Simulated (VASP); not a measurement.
Input of a VASP 6.6.1 run:

The input INCAR:

```
PREC = Accurate
ENCUT = 520
EDIFF = 1E-6
ISMEAR = 0
SIGMA = 0.1
LREAL = F
LASPH = T
NELM = 100
ALGO = Normal
ISIF = 2
LWAVE = F
LCHARG = F
GGA = PE
NBANDS = 12
```

The input KPOINTS:

```
regular mesh
0
Gamma
  6 6 4
```

POSCAR

```
Be2S
1.0
    3.1582296731      0.0000000000      0.0000000000
    0.0000000000      3.1582296731      0.0000000000
    0.0000000000      0.0000000000      3.9384698026
Be S
2 1
Direct
    0.0000000000      0.5000000000      0.1685558058
    0.5000000000      0.0000000000      0.8314441942
    0.5000000000      0.5000000000      0.5000000000
```

Potentials or basis: VASP PAW PBE potentials, release 64 (Be, S).

Run with:

```bash
$ cat potpaw_PBE.64/Be/POTCAR potpaw_PBE.64/S/POTCAR > POTCAR
$ mpirun -np 1 vasp_std > vasp.out
```

Problem. Predict the pressure.

Solution. 0.2 GPa.

Problem. Predict the band gap on the k mesh.

Solution. Zero (band 5 reaches 6.19 eV, above the bottom of band 6 at 5.03 eV).

Problem. Estimate the largest force.

Solution. 0.051 eV/Å.

Forces in eV/Å, atoms in the order of the input:
```
Be   0.000  0.000 -0.051
Be   0.000  0.000  0.051
S    0.000  0.000  0.000
```

Caveat: the k points lie up to 0.40 Å⁻¹ apart.
